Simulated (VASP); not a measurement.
A run of VASP 6.6.1:

Contents of INCAR:

```
ALGO = Normal
EDIFF = 1E-7
ENCUT = 520
ISIF = 2
ISMEAR = -1
LASPH = T
LCHARG = T
LELF = T
LREAL = F
LVHAR = T
LWAVE = F
NBANDS = 24
NELM = 80
PREC = Accurate
SIGMA = 0.05
```

KPOINTS

```
k-points
0
Gamma
  3 2 3
```

The input POSCAR:

```
Mg12H
1.0
    6.4200000000      0.0000000000      0.0000000000
   -4.8150000000      8.3398250000      0.0000000000
    0.0000000000      0.0000000000      5.2130400000
Mg H
12 1
Direct
   -0.0042789449      0.0092687796      0.0227506407
    0.1722597803      0.2159517736      0.5248760800
    0.0215416886      0.3415779108     -0.0520809355
    0.0520789480      0.5259702692      0.4213472369
   -0.0061367375      0.6656494591     -0.0015537959
    0.1125766305      0.8657615717      0.5089544680
    0.5034453671      0.0108035840     -0.0384612433
    0.6330881096      0.1810229831      0.4528068075
    0.5338745411      0.3480528668     -0.0546705953
    0.5916439443      0.5463663806      0.5123306171
    0.4601376416      0.6820526810      0.0235179473
    0.6115364890      0.8763373332      0.4624173227
   -0.0556779218      0.6665727398      0.6543207035
```

Potentials or basis: VASP PAW LDA potentials, release 64 (Mg, H).

The run is started by

```sh
$ cat potpaw_LDA.64/Mg/POTCAR potpaw_LDA.64/H/POTCAR > POTCAR
$ mpirun -np 1 vasp_std > vasp.out
```

Hardware: 1 thread of Intel(R) Xeon(R) Platinum 8488C (Sapphire Rapids), with other jobs on the host.

Estimate the wall time of this run.

Wall time 63 s on 1 thread of Intel(R) Xeon(R) Platinum 8488C (Sapphire Rapids) (shared host), peak memory 0.29 GiB. Counts: scf iterations 14, k points 10.
